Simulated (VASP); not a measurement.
# Ga (Pm-3m) in VASP: a series of runs, part 2 of 2

VASP 6.6.1. Earlier steps stand in the parts before.

### 3 Single point, PBEsol (volume scaled by 0.88)

File INCAR:

```
PREC = Accurate
ENCUT = 520
EDIFF = 1E-6
ISMEAR = -1
SIGMA = 0.1
LREAL = F
LASPH = T
NELM = 80
ALGO = Normal
ISIF = 2
LWAVE = F
LCHARG = F
GGA = PS
NBANDS = 12
```

File KPOINTS:

```
regular mesh
0
Gamma
  13 13 13
```

File POSCAR:

```
Ga
1.0
    2.5474109408      0.0000000000      0.0000000000
    0.0000000000      2.5474109408      0.0000000000
    0.0000000000      0.0000000000      2.5474109408
Ga
1
Direct
    0.0000000000      0.0000000000      0.0000000000
```

Potentials or basis: VASP PAW PBE potentials, release 64 (Ga_d).

On the command line:

```console
cat potpaw_PBE.64/Ga_d/POTCAR > POTCAR
mpirun -np 1 vasp_std > vasp.out
```

OUTCAR:

```text
PREC = Accurate
   ENCUT = 520
   EDIFF = 1E-6
   ISMEAR = -1
   LREAL = F
   LASPH = T
   NELM = 80
   ISIF = 2
   GGA = PS

 ion  position               nearest neighbor table
   1  0.000  0.000  0.000-

  LATTYP: Found a simple cubic cell.
 ALAT       =     2.5474109408

  Lattice vectors:

 A1 = (   2.5474109408,   0.0000000000,   0.0000000000)
 A2 = (   0.0000000000,   2.5474109408,   0.0000000000)
 A3 = (   0.0000000000,   0.0000000000,   2.5474109408)

[... 536 lines left out ...]
     11      25.4314      0.00000
     12      29.6812      0.00000

 [... further k-points ...]

------------------------ aborting loop because EDIFF is reached ----------------------------------------

  FORCE on cell =-STRESS in cart. coord.  units (eV):
  Direction    XX          YY          ZZ          XY          YZ          ZX
  --------------------------------------------------------------------------------------
  -------------------------------------------------------------------------------------
  Total        0.9827200      0.9827200      0.9827200      0.0000000      0.0000000     -0.0000000
  in kB       95.2452518     95.2452518     95.2452518      0.0000000      0.0000000     -0.0000000
  external PRESSURE =      95.2452518 kB  Pullay stress =       0.0000000 kB

 VOLUME and BASIS-vectors are now :
 -----------------------------------------------------------------------------
  energy-cutoff  :      520.00
  volume of cell :       16.53
      direct lattice vectors                 reciprocal lattice vectors
     2.547410941  0.000000000  0.000000000     0.392555431  0.000000000  0.000000000
     0.000000000  2.547410941  0.000000000     0.000000000  0.392555431  0.000000000
     0.000000000  0.000000000  2.547410941     0.000000000  0.000000000  0.392555431

 POSITION                                       TOTAL-FORCE (eV/Angst)
 -----------------------------------------------------------------------------------
      0.00000      0.00000      0.00000         0.000000      0.000000      0.000000
 -----------------------------------------------------------------------------------
    total drift:                                0.000000      0.000000      0.000000

  FREE ENERGIE OF THE ION-ELECTRON SYSTEM (eV)
  ---------------------------------------------------
  free  energy   TOTEN  =        -3.2032326456 eV

  energy  without entropy=       -3.1885206248  energy(sigma->0) =       -3.19587664
```

It took 4.3 s on 1 thread of Intel Xeon 6975P-C (Granite Rapids), shared host; peak memory 0.13 GiB.

Results:

- Free energy: -3.2032 eV
- Pressure: 9.5 GPa

Caveat: the PAW data sets were made with another functional, which shifts forces and pressure a little.

### 4 Single point, PBEsol (volume scaled by 0.92)

File INCAR:

```
ALGO = Normal
EDIFF = 1E-7
ENCUT = 520
GGA = PS
ISIF = 2
ISMEAR = -1
LASPH = True
LCHARG = False
LREAL = False
LWAVE = False
NBANDS = 12
NELM = 100
PREC = Accurate
SIGMA = 0.1
```

File KPOINTS:

```
k-points
0
Gamma
  13 13 13
```

File POSCAR:

```
Ga
1.0
    2.5854376059      0.0000000000      0.0000000000
    0.0000000000      2.5854376059      0.0000000000
    0.0000000000      0.0000000000      2.5854376059
Ga
1
Direct
    0.0000000000      0.0000000000      0.0000000000
```

Potentials or basis: VASP PAW PBE potentials, release 64 (Ga_d).

On the command line:

```console
cat potpaw_PBE.64/Ga_d/POTCAR > POTCAR
mpirun -np 1 vasp_std > vasp.out
```

OUTCAR:

```text
EDIFF = 1E-7
   ENCUT = 520
   GGA = PS
   ISIF = 2
   ISMEAR = -1
   LASPH = True
   LREAL = False
   NELM = 100
   PREC = Accurate

 ion  position               nearest neighbor table
   1  0.000  0.000  0.000-

  LATTYP: Found a simple cubic cell.
 ALAT       =     2.5854376059

  Lattice vectors:

 A1 = (   2.5854376059,   0.0000000000,   0.0000000000)
 A2 = (   0.0000000000,   2.5854376059,   0.0000000000)
 A3 = (   0.0000000000,   0.0000000000,   2.5854376059)

Analysis of symmetry for initial positions (statically):
[... 537 lines left out ...]

 [... further k-points ...]

------------------------ aborting loop because EDIFF is reached ----------------------------------------

  FORCE on cell =-STRESS in cart. coord.  units (eV):
  Direction    XX          YY          ZZ          XY          YZ          ZX
  --------------------------------------------------------------------------------------
  -------------------------------------------------------------------------------------
  Total        0.6542467      0.6542467      0.6542467     -0.0000000      0.0000000      0.0000000
  in kB       60.6526753     60.6526753     60.6526753     -0.0000000      0.0000000      0.0000000
  external PRESSURE =      60.6526753 kB  Pullay stress =       0.0000000 kB

 VOLUME and BASIS-vectors are now :
 -----------------------------------------------------------------------------
  energy-cutoff  :      520.00
  volume of cell :       17.28
      direct lattice vectors                 reciprocal lattice vectors
     2.585437606  0.000000000  0.000000000     0.386781718  0.000000000  0.000000000
     0.000000000  2.585437606  0.000000000     0.000000000  0.386781718  0.000000000
     0.000000000  0.000000000  2.585437606     0.000000000  0.000000000  0.386781718

 POSITION                                       TOTAL-FORCE (eV/Angst)
 -----------------------------------------------------------------------------------
      0.00000      0.00000      0.00000         0.000000      0.000000      0.000000
 -----------------------------------------------------------------------------------
    total drift:                                0.000000      0.000000      0.000000

  FREE ENERGIE OF THE ION-ELECTRON SYSTEM (eV)
  ---------------------------------------------------
  free  energy   TOTEN  =        -3.2411635677 eV

  energy  without entropy=       -3.2257022445  energy(sigma->0) =       -3.23343291
```

OSZICAR:

```text
N       E                     dE             d eps       ncg     rms          rms(c)
DAV:   1     0.434362234288E+02    0.43436E+02   -0.66204E+03  2184   0.194E+03
DAV:   2    -0.116458293229E+01   -0.44601E+02   -0.42906E+02  2116   0.268E+02
DAV:   3    -0.327447647154E+01   -0.21099E+01   -0.21048E+01  2288   0.462E+01
DAV:   4    -0.329192502562E+01   -0.17449E-01   -0.17446E-01  2308   0.438E+00
DAV:   5    -0.329210044495E+01   -0.17542E-03   -0.17542E-03  2344   0.426E-01    0.123E+00
DAV:   6    -0.324874140363E+01    0.43359E-01   -0.85661E-02  2528   0.615E+00    0.551E-01
DAV:   7    -0.324212645073E+01    0.66150E-02   -0.95358E-03  2600   0.176E+00    0.172E-01
DAV:   8    -0.324116235167E+01    0.96410E-03   -0.94654E-04  2468   0.531E-01    0.124E-02
DAV:   9    -0.324116392059E+01   -0.15689E-05   -0.88695E-06  2264   0.372E-02    0.388E-03
DAV:  10    -0.324116359686E+01    0.32374E-06   -0.71844E-07  2544   0.159E-02    0.324E-04
DAV:  11    -0.324116356766E+01    0.29202E-07   -0.73032E-09  1456   0.121E-03
   1 F= -.32411636E+01 E0= -.32334329E+01  d E =-.154613E-01
```

stdout:

```text
POSCAR found type information on POSCAR Ga
 POSCAR found :  1 types and       1 ions
 scaLAPACK will be used
 -----------------------------------------------------------------------------
|                                                                             |
|                                                                             |
|     You enforced a specific xc type in the INCAR file but a different       |
|     I HOPE YOU KNOW WHAT YOU ARE DOING!                                     |
|                                                                             |
 -----------------------------------------------------------------------------

 LDA part: xc-table for (Slater+PW92), standard interpolation
 POSCAR, INCAR and KPOINTS ok, starting setup
 FFT: planning ... GRIDC
 FFT: planning ... GRID_SOFT
 FFT: planning ... GRID
 WAVECAR not read
 entering main loop
```

It took 4.9 s on 1 thread of Intel Xeon 6975P-C (Granite Rapids), shared host; peak memory 0.13 GiB.

Results:

- Free energy: -3.2412 eV
- Pressure: 6.1 GPa

Caveat: the PAW data sets were made with another functional, which shifts forces and pressure a little.

### 5 Single point, PBEsol (volume scaled by 0.96)

File INCAR:

```
SYSTEM = Ga
  PREC = Accurate
  ENCUT = 520
  EDIFF = 1E-7
  ISMEAR = -1
  SIGMA = 0.1
  LREAL = .FALSE.
  LASPH = .TRUE.
  NELM = 80
  ALGO = Normal
  ISIF = 2
  LWAVE = .FALSE.
  LCHARG = .FALSE.
  GGA = PS
  NBANDS = 12
```

File KPOINTS:

```
Automatic mesh
0
G
  13 13 13
  0 0 0
```

File POSCAR:

```
Ga
1.0
    2.6223774196      0.0000000000      0.0000000000
    0.0000000000      2.6223774196      0.0000000000
    0.0000000000      0.0000000000      2.6223774196
Ga
1
Direct
    0.0000000000      0.0000000000      0.0000000000
```

On the command line:

```console
cat potpaw_PBE.64/Ga_d/POTCAR > POTCAR
mpirun -np 1 vasp_std > vasp.out
```

Wall time 5.7 s (1 thread of Intel Xeon 6975P-C (Granite Rapids), shared host); peak memory 0.13 GiB.

Results (log left out):

```yaml
Free_energy: -3.2618 eV
Pressure: 2.8 GPa
```

Levels at points of the mesh, in eV from the Fermi level:
```tsv
k point	band 3	band 4	band 5	band 6	band 7	band 8	band 9	band 10
(0.00, 0.00, 0.00)	-14.54	-14.54	-14.54	-11.30	9.70	9.70	9.70	12.62
```

Caveat: the PAW data sets were made with another functional, which shifts forces and pressure a little.

### 6 Summary

| cell | k mesh | gap on the mesh (eV) | pressure (GPa) |
| --- | --- | --- | --- |
| a = 2.658 Å, 1 atom | 11 × 11 × 11 | none | 0.0 |
| a = 2.547 Å, 1 atom | 13 × 13 × 13 | none | 9.5 |
| a = 2.585 Å, 1 atom | 13 × 13 × 13 | none | 6.1 |
| a = 2.622 Å, 1 atom | 13 × 13 × 13 | none | 2.8 |

Alike in all rows: task single point; level PBEsol; potentials or basis VASP PAW PBE potentials, release 64 (Ga_d); no spin polarisation; cutoff (eV) 520; smearing fermi-dirac 0.1 eV.

Caveats: the PAW data sets were made with another functional, which shifts forces and pressure a little.

Total energies depend on the potentials used, so only differences within one code and one set of settings carry meaning.
